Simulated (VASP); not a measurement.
Set up this calculation in VASP 6.6.1, as the native input.

| Property | Result |
| --- | --- |
| Task | single point |
| Functional | PBE |
| Potentials or basis | VASP PAW PBE potentials, release 64 (Hf_pv, O) |
| Cutoff | 520 eV |
| k mesh | 6 × 6 × 6 |
| Occupations | fermi-dirac, width 0.02 eV |
| Spin | no spin polarisation |
| Dipole correction | no |
| Further INCAR settings | ALGO = Normal; EDIFF = 1e-07; NBANDS = 56 |

The structure of HfO2 lies in POSCAR:

```
HfO2
1.0
    5.2465062900      0.0000000000      0.0000000000
    0.0000000000      5.0303689240      0.0000000000
    0.0000000000      0.0000000000      5.2110779855
Hf O
4 8
Direct
    0.0332728297      0.2663517293      0.2382926088
    0.4667271703      0.2663517293      0.7382926088
    0.5332728297      0.7336482707      0.2382926088
    0.9667271703      0.7336482707      0.7382926088
    0.3636661385      0.0651589910      0.3851412793
    0.1363338615      0.0651589910      0.8851412793
    0.7279342132      0.4640129713      0.4895661119
    0.7720657868      0.4640129713      0.9895661119
    0.2720657868      0.5359870287      0.9895661119
    0.2279342132      0.5359870287      0.4895661119
    0.8636661385      0.9348410090      0.3851412793
    0.6363338615      0.9348410090      0.8851412793
```

This cell differs from its parent crystal: uniaxial z strain +3.0%.

The input as run:

INCAR

```
  PREC = Accurate
  ENCUT = 520
  EDIFF = 1E-7
  ISMEAR = -1
  SIGMA = 0.02
  LREAL = False
  LASPH = True
  NELM = 60
  ALGO = Normal
  ISIF = 2
  LWAVE = False
  LCHARG = False
  GGA = PE
  NBANDS = 56
```

KPOINTS

```
Automatic mesh
0
Gamma
  6 6 6
```

Potentials or basis: VASP PAW PBE potentials, release 64 (Hf_pv, O).

Run with:

```console
$ cat potpaw_PBE.64/Hf_pv/POTCAR potpaw_PBE.64/O/POTCAR > POTCAR
$ mpirun -np 1 vasp_std > vasp.out
```

Results of the run:

The pressure is -3.6 GPa and the largest force is 0.031 eV/Å. The band gap on the k mesh is 4.29 eV (least direct gap 4.45 eV).

Caveat: the cell differs from its parent crystal (uniaxial z strain +3.0%); the stress differs along the axes, from -9 to -0 GPa; spin-orbit coupling is left out, which moves the levels of the heavy elements.

It took 9.5 min on 1 thread of Intel Xeon 8259CL (shared host), peak memory 0.48 GiB.
